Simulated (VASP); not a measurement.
Set up this calculation in VASP 6.6.1, as the native input.

- Task: single point
- Functional: LDA
- Potentials or basis: VASP PAW LDA potentials, release 64 (Fe, Sb)
- Cutoff: 520 eV
- k mesh: 8 × 8 × 6
- Occupations: fermi-dirac, width 0.1 eV
- Spin: collinear spin, ferromagnetic start
- Starting moments: [3.0, 3.0, 0.0, 0.0] μB
- Dipole correction: no
- Further INCAR settings: ALGO = Normal; EDIFF = 1e-07; NBANDS = 25

The structure of FeSb lies in POSCAR:

```
FeSb
1.0
    4.3143937909      0.0000000000      0.0000000000
   -2.1571968954      3.7363746249      0.0000000000
    0.0000000000      0.0000000000      5.4514384599
Fe Sb
2 2
Direct
    0.0000000000      0.0000000000      0.0000000000
    0.0000000000      0.0000000000      0.5000000000
    0.3333333333      0.6666666667      0.2500000000
    0.6666666667      0.3333333333      0.7500000000
```

One way to write it, as run:

INCAR

```
PREC = Accurate ; ENCUT = 520
EDIFF = 1E-7 ; ISMEAR = -1
SIGMA = 0.1 ; LREAL = F
LASPH = T ; NELM = 150
ALGO = Normal ; ISIF = 2
LWAVE = F ; LCHARG = F
ISPIN = 2 ; MAGMOM = 3 3 0 0
LORBIT = 11 ; LMAXMIX = 4
NBANDS = 25
```

KPOINTS

```
regular mesh
0
Gamma
  8 8 6
```

Potentials or basis: VASP PAW LDA potentials, release 64 (Fe, Sb).

Run with:

```sh
$ cat potpaw_LDA.64/Fe/POTCAR potpaw_LDA.64/Sb/POTCAR > POTCAR
$ mpirun -np 1 vasp_std > vasp.out
```

Results of the run:

```json
{"Pressure": "-17.7 GPa", "Net moment": "4.54 μB per cell", "Site moments": "Fe +2.35; Sb -0.07 μB", "Valence electrons inside the program's atomic spheres": "Fe 6.91; Sb 2.38"}
```

Caveat: the cell stands under tension; only a ferromagnetic start was run, and an antiferromagnetic order may lie lower in energy.

Run time: 94 s on 1 thread of Intel(R) Xeon(R) 6975P-C (Granite Rapids) (shared host), peak memory 0.27 GiB.
